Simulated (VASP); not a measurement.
Write the native input for VASP 6.6.1 that does the following.

- Task: single point
- Functional: PBE
- Potentials or basis: VASP PAW PBE potentials, release 64 (Sn_d)
- Cutoff: 520 eV
- k mesh: 8 × 8 × 11
- Occupations: fermi-dirac, width 0.1 eV
- Spin: no spin polarisation
- Dipole correction: no
- Further INCAR settings: ALGO = Normal; EDIFF = 1e-06; NBANDS = 28

The structure of Sn lies in POSCAR:

```
Sn
1.0
    5.6177734644      0.0000000000      0.0000000000
   -2.8088867322      4.8651345329      0.0000000000
    0.0000000000      0.0000000000      3.4253357378
Sn
3
Direct
    0.0000000000      0.0000000000      0.0000000000
    0.3333333333      0.6666666667      0.5000000000
    0.6666666667      0.3333333333      0.5000000000
```

This cell differs from its parent crystal: volume scaled by 1.12.

The input as run:

INCAR

```
PREC = Accurate ; ENCUT = 520
EDIFF = 1E-6 ; ISMEAR = -1
SIGMA = 0.1 ; LREAL = False
LASPH = True ; NELM = 60
ALGO = Normal ; ISIF = 2
LWAVE = False ; LCHARG = False
GGA = PE ; NBANDS = 28
```

KPOINTS

```
regular mesh
0
Gamma
  8 8 11
```

Potentials or basis: VASP PAW PBE potentials, release 64 (Sn_d).

Command:

```console
$ cat potpaw_PBE.64/Sn_d/POTCAR > POTCAR
$ mpirun -np 1 vasp_std > vasp.out
```

Results of the run:

* Pressure: -3.8 GPa
* Band gap on the k mesh: zero (band 21 reaches 7.86 eV, above the bottom of band 22 at 4.52 eV)

Caveat: spin-orbit coupling is left out, which moves the levels of the heavy elements.

Run time: 78 s on 1 thread of Intel Xeon 6975P-C, with other jobs on the host, peak memory 0.28 GiB.
